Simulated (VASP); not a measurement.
# Lu (P6_3/mmc) in VASP: single point with PBEsol

Aim: the single point of Lu with PBEsol.

Program: VASP 6.6.1. These are calculated values, not measurements. Logs are shortened: lines on timing, memory, paths and dates and some standing lists are left out, and cuts for length are marked.

### 1 The cell of the first run

It takes space group P6_3/mmc (No. 194, hexagonal). Conventional cell: a = 3.400 Å, b = 3.400 Å, c = 10.910 Å, α = 90.00°, β = 90.00°, γ = 120.00°. Lu (site symmetry -3m) has 12 Lu at 3.36 to 3.40 Å within 4.4 Å. Within 4.4 Å of Lu (site symmetry -6m2) lie 12 Lu at 3.36 to 3.40 Å.

### 2 Single point, PBEsol

File INCAR:

```
SYSTEM = Lu
PREC     = Accurate       ! precision mode
ENCUT    = 520            ! plane-wave cutoff, eV
EDIFF    = 1E-6           ! SCF threshold, eV
ISMEAR   = -1             ! smearing method
SIGMA    = 0.1            ! smearing width, eV
LREAL    = .False.        ! projectors in reciprocal space
LASPH    = .True.         ! aspherical terms in the spheres
NELM     = 80             ! most SCF steps
ALGO     = Normal         ! electronic algorithm
ISIF     = 2              ! what is computed and relaxed
LWAVE    = .False.        ! write WAVECAR
LCHARG   = .True.         ! write CHGCAR
GGA      = PS             ! functional
LELF     = .True.         ! ELF
LVHAR    = .True.       
NBANDS   = 58             ! bands
LUSENCCL = .False.
```

File KPOINTS:

```
regular mesh
0
Gamma
  14 14 4
  0 0 0
```

File POSCAR:

```
Lu
1.0
    3.4004611736      0.0000000000      0.0000000000
   -1.7002305868      2.9448857609      0.0000000000
    0.0000000000      0.0000000000     10.9104363218
Lu
4
Direct
    0.0000000000      0.0000000000      1.0000000000
    1.0000000000      1.0000000000      0.5000000000
    0.3333333333      0.6666666667      0.2500000000
    0.6666666667      0.3333333333      0.7500000000
```

Potentials or basis: VASP PAW PBE potentials, release 64 (Lu).

Run with:

```
> cat potpaw_PBE.64/Lu/POTCAR > POTCAR
> mpirun -np 1 vasp_std > vasp.out
```

OUTCAR:

```text
SYSTEM = Lu
   PREC = Accurate
   ENCUT = 520
   EDIFF = 1E-6
   ISMEAR = -1
   LREAL = .False.
   LASPH = .True.
   NELM = 80
   ISIF = 2
   GGA = PS

 ion  position               nearest neighbor table
   1  0.000  0.000  0.000-   3 3.36   4 3.36   3 3.36   4 3.36   4 3.36   3 3.36
   2  0.000  0.000  0.500-   3 3.36   4 3.36   3 3.36   4 3.36   4 3.36   3 3.36
   3  0.333  0.667  0.250-   1 3.36   2 3.36   1 3.36   2 3.36   1 3.36   2 3.36
   4  0.667  0.333  0.750-   1 3.36   2 3.36   1 3.36   2 3.36   1 3.36   2 3.36

  LATTYP: Found a hexagonal cell.
 ALAT       =     3.4004611736
 C/A-ratio  =     3.2085166584

  Lattice vectors:

 A1 = (   3.4004611736,   0.0000000000,   0.0000000000)
 A2 = (  -1.7002305868,   2.9448857609,   0.0000000000)
 A3 = (   0.0000000000,   0.0000000000,  10.9104363218)

Analysis of symmetry for initial positions (statically):
=====================================================================
 Subroutine PRICEL returns:
 Original cell was already a primitive cell.

 Routine SETGRP: Setting up the symmetry group for a
 hexagonal supercell.

 Subroutine GETGRP returns: Found 24 space group operations
 (whereof 12 operations were pure point group operations)
 out of a pool of 24 trial point group operations.

The static configuration has the point symmetry D_3d.
 The point group associated with its full space group is D_6h.

Analysis of symmetry for dynamics (positions and initial velocities):
=====================================================================
 Subroutine PRICEL returns:
 Original cell was already a primitive cell.

 Routine SETGRP: Setting up the symmetry group for a
 hexagonal supercell.

 Subroutine GETGRP returns: Found 24 space group operations
 (whereof 12 operations were pure point group operations)
 out of a pool of 24 trial point group operations.

The dynamic configuration has the point symmetry D_3d.
 The point group associated with its full space group is D_6h.

 Subroutine INISYM returns: Found 24 space group operations
 (whereof 12 operations are pure point group operations),
 and found     1 'primitive' translations

----------------------------------------------------------------------------------------

                                     Primitive cell

  volume of cell :     109.2568

  direct lattice vectors                    reciprocal lattice vectors
     3.400461174  0.000000000  0.000000000     0.294077759  0.169785873 -0.000000000
    -1.700230587  2.944885761  0.000000000     0.000000000  0.339571746  0.000000000
     0.000000000  0.000000000 10.910436322     0.000000000 -0.000000000  0.091655363

  length of vectors
     3.400461174  3.400461174 10.910436322     0.339571746  0.339571746  0.091655363

  position of ions in fractional coordinates (direct lattice)
     0.000000000  0.000000000  0.000000000
     0.000000000  0.000000000  0.500000000
     0.333333333  0.666666667  0.250000000
     0.666666667  0.333333333  0.750000000

  ion indices of the primitive-cell ions
   primitive index   ion index
                 1           1
                 2           2
                 3           3
                 4           4

----------------------------------------------------------------------------------------

 KPOINTS: regular mesh

Automatic generation of k-mesh.
 Grid dimensions read from file:
 generate k-points for:   14   14    4

 Generating k-lattice:

  Cartesian coordinates                     Fractional coordinates (reciprocal lattice)
     0.021005554  0.012127562 -0.000000000     0.071428571 -0.000000000  0.000000000
     0.000000000  0.024255125  0.000000000     0.000000000  0.071428571  0.000000000
     0.000000000 -0.000000000  0.022913841     0.000000000  0.000000000  0.250000000

  Length of vectors
     0.024255125  0.024255125  0.022913841

  Shift w.r.t. Gamma in fractional coordinates (k-lattice)
     0.000000000  0.000000000  0.000000000

 Subroutine IBZKPT returns following result:
 ===========================================

 Found     72 irreducible k-points:

 Following reciprocal coordinates:
            Coordinates               Weight
  0.000000  0.000000  0.000000      1.000000
  0.071429  0.000000  0.000000      6.000000
  0.142857  0.000000  0.000000      6.000000
  0.214286  0.000000  0.000000      6.000000
  0.285714  0.000000  0.000000      6.000000
  0.357143  0.000000  0.000000      6.000000
[... 16 lines left out ...]
  0.285714  0.285714  0.000000      6.000000
  0.357143  0.285714  0.000000      6.000000
 [... further k-points ...]
   k-points           NKPTS =     72   k-points in BZ     NKDIM =     72   number of bands    NBANDS=     58
   number of dos      NEDOS =    301   number of ions     NIONS =      4
   total plane-waves  NPLWV =  65856
   dimension x,y,z NGX =    28 NGY =   28 NGZ =   84
   dimension x,y,z NGXF=    56 NGYF=   56 NGZF=  168
   ions per type =               4
   NGX,Y,Z   is equivalent  to a cutoff of  13.69, 13.69, 12.80 a.u.
   NGXF,Y,Z  is equivalent  to a cutoff of  27.38, 27.38, 25.60 a.u.
 SYSTEM =  Lu
   PREC   = accura    normal or accurate (medium, high low for compatibility)
   ISTART =      0    job   : 0-new  1-cont  2-samecut
   ICHARG =      2    charge: 1-file 2-atom 10-const
   ISPIN  =      1    spin polarized calculation?
   LNONCOLLINEAR =      F non collinear calculations
   LSORBIT =      F    spin-orbit coupling
   LASPH  =      T    aspherical Exc in radial PAW
   ENCUT  =  520.0 eV  38.22 Ry    6.18 a.u.   6.32  6.32 20.29*2*pi/ulx,y,z
   NELM   =     80;   NELMIN=  2; NELMDL= -5     # of ELM steps
   EDIFF  = 0.1E-05   stopping-criterion for ELM
   LREAL  =      F    real-space projection
   EDIFFG = 0.1E-04   stopping-criterion for IOM
   NSW    =      0    number of steps for IOM
   IBRION =     -1    ionic relax: 0-MD 1-quasi-New 2-CG
   NFREE  =      0    steps in history (QN), initial steepest desc. (CG)
   ISIF   =      2    stress and relaxation
   ISYM   =      2    0-nonsym 1-usesym 2-fastsym
   POTIM  = 0.5000    time-step for ionic-motion
   TEBEG  =    0.0;   TEEND  =   0.0 temperature during run
   PSTRESS=    0.0 pullay stress
   NELECT =     100.0000    total number of electrons
   NUPDOWN=      -1.0000    fix difference up-down
   EMIN   =  10.00;   EMAX   =-10.00  energy-range for DOS
   EFERMI =   0.00;   METHOD = LEGACY
   ISMEAR =    -1;   SIGMA  =   0.10  broadening in eV -4-tet -1-fermi 0-gaus
   EFERMI_NEDOS =   21; number of points for ismear=-14 and -15
   IALGO  =     38    algorithm
   IMIX   =      4    mixing-type and parameters
     AMIX     =   0.40;   BMIX     =  1.00
     AMIX_MAG =   1.60;   BMIX_MAG =  1.00
  volume/ion in A,a.u.               =      27.31       184.33
  Fermi-wavevector in a.u.,A,eV,Ry     =   1.589493  3.003707 34.374969  2.526489
  Thomas-Fermi vector in A             =   2.688334
   LORBIT       =      0    0 simple, 1 ext, 2 COOP (PROOUT), +10 PAW based schemes
   GGA     = PS    functional components
   LHFCALC =     F    Hartree Fock is set to
   AEXX    =    0.0000 exact exchange contribution
   IVDW    =     0    specifies the selected vdW correction
   LEPSILON=     F    determine dielectric tensor
   LRPA    =     F    only Hartree local field effects (RPA)
 non-spin polarized calculation
  energy-cutoff  :      520.00
  volume of cell :      109.26
 maximum number of plane-waves:      2972
 NGX is ok and might be reduce to    28
   NGX = 13   NGY = 13   NGZ = 41

 number of electron     100.0000000 magnetization

 number of electron      99.9999998 magnetization

 Free energy of the ion-electron system (eV)
  ---------------------------------------------------
  ext. energy  EPLUGINS =         0.00000000
  ---------------------------------------------------
  free energy    TOTEN  =       -19.83568269 eV

  energy without entropy =      -19.64963885  energy(sigma->0) =      -19.74266077

 E-fermi :   2.3596     XC(G=0): -11.0889

 val. band max:        2.3403650849   @ k =   0.2143   0.0000   0.5000
 cond. band min:       2.3627110948   @ k =   0.2143   0.2143   0.5000
 fundamental gap:      0.0223460099
 Fermi energy:         2.3596191748

 k-point     1 :       0.0000    0.0000    0.0000
  band No.  band energies     occupation
      1     -53.6959      2.00000
      2     -53.6783      2.00000
      3     -53.6696      2.00000
      4     -53.6519      2.00000
      5     -24.7021      2.00000
      6     -24.4023      2.00000
[... 50 lines left out ...]
     57       4.9638      0.00000
     58       4.9847      0.00000

 k-point     2 :       0.0714    0.0000    0.0000
  band No.  band energies     occupation
      1     -53.6943      2.00000
      2     -53.6771      2.00000
      3     -53.6684      2.00000
      4     -53.6511      2.00000
      5     -24.6920      2.00000
      6     -24.4057      2.00000
[... 50 lines left out ...]
     57       5.0766      0.00000
     58       5.1586      0.00000

 k-point     3 :       0.1429    0.0000    0.0000
  band No.  band energies     occupation
      1     -53.6895      2.00000
      2     -53.6737      2.00000
      3     -53.6650      2.00000
      4     -53.6491      2.00000
      5     -24.6629      2.00000
      6     -24.4198      2.00000
[... 1216 lines left out ...]
      3     -53.6429      2.00000
      4     -53.6414      2.00000
      5     -24.5832      2.00000
      6     -24.5691      2.00000
[... 50 lines left out ...]
     57       5.0719      0.00000
     58       5.2664      0.00000

 k-point    24 :       0.3571    0.2857    0.0000
  band No.  band energies     occupation
      1     -53.6513      2.00000
      2     -53.6510      2.00000
      3     -53.6422      2.00000
      4     -53.6418      2.00000
      5     -24.5758      2.00000
      6     -24.5528      2.00000
[... 50 lines left out ...]
     57       5.2770      0.00000
     58       5.3692      0.00000

 [... further k-points ...]

------------------------ aborting loop because EDIFF is reached ----------------------------------------

  FORCE on cell =-STRESS in cart. coord.  units (eV):
  Direction    XX          YY          ZZ          XY          YZ          ZX
  --------------------------------------------------------------------------------------
  -------------------------------------------------------------------------------------
  Total       -0.1006754     -0.1006754     -0.0497897      0.0000000      0.0000000     -0.0000000
  in kB       -1.4763378     -1.4763378     -0.7301326      0.0000000      0.0000000     -0.0000000
  external PRESSURE =      -1.2276027 kB  Pullay stress =       0.0000000 kB

 VOLUME and BASIS-vectors are now :
 -----------------------------------------------------------------------------
  energy-cutoff  :      520.00
  volume of cell :      109.26
      direct lattice vectors                 reciprocal lattice vectors
     3.400461174  0.000000000  0.000000000     0.294077759  0.169785873 -0.000000000
    -1.700230587  2.944885761  0.000000000     0.000000000  0.339571746  0.000000000
     0.000000000  0.000000000 10.910436322     0.000000000 -0.000000000  0.091655363

 POSITION                                       TOTAL-FORCE (eV/Angst)
 -----------------------------------------------------------------------------------
      0.00000      0.00000      0.00000         0.000000      0.000000      0.000000
      0.00000      0.00000      5.45522         0.000000      0.000000      0.000000
     -0.00000      1.96326      2.72761         0.000000     -0.000000     -0.000000
      1.70023      0.98163      8.18283        -0.000000      0.000000      0.000000
 -----------------------------------------------------------------------------------
    total drift:                                0.000000     -0.000000      0.000000

  FREE ENERGIE OF THE ION-ELECTRON SYSTEM (eV)
  ---------------------------------------------------
  free  energy   TOTEN  =       -19.8356826906 eV

  energy  without entropy=      -19.6496388456  energy(sigma->0) =      -19.74266077
```

It took 5.4 min on 1 × NVIDIA H100 80GB with 1 thread of AMD EPYC 7R13 (Zen 3), shared host; peak memory 1.5 GiB.

Results:

```yaml
Free_energy: -19.8357 eV
Pressure: -0.1 GPa
Band_gap_on_the_k_mesh: zero (band 50 reaches 3.39 eV, above the bottom of band 51 at 1.90 eV)
```

Caveat: the PAW data sets were made with another functional, which shifts forces and pressure a little; spin-orbit coupling is left out, which moves the levels of the heavy elements.
